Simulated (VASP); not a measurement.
CuO:

```
Cu O
1.0
     2.01088   -2.17509    0.00000
     2.01088    2.17509    0.00000
     0.00000    0.00000    5.15593
Cu O
2 2
Direct
  0.50000 0.00000 0.00000
  0.00000 0.50000 0.50000
  0.50000 0.50000 0.25000
  0.50000 0.50000 0.75000
```

Base run:

| Property | Result |
| --- | --- |
| Program | VASP 6.6.1 |
| Functional | PBEsol |
| Potentials or basis | VASP PAW PBE potentials, release 64 (Cu, O) |
| Cutoff | 520 eV |
| k mesh | 8 × 8 × 5 |
| Occupations | fermi-dirac, width 0.05 eV |
| Spin | no spin polarisation |

Its results: band gap on the k mesh zero (band 17 reaches 5.08 eV, above the bottom of band 18 at 4.22 eV); pressure -7.8 GPa.

**Question.** The run is repeated on the same cell with these changes: functional from PBEsol to PBE. What comes out?

**Answer.** Band gap on the k mesh zero (band 17 reaches 5.24 eV, above the bottom of band 18 at 4.40 eV); pressure -0.6 GPa.

PBE binds less tightly than PBEsol, so the same cell stands under more pressure.

Caveats: semilocal functionals often make such compounds metallic where correlation or magnetic order opens a gap, which also shifts bond lengths; the PAW data sets were made with another functional, which shifts forces and pressure a little (some runs).
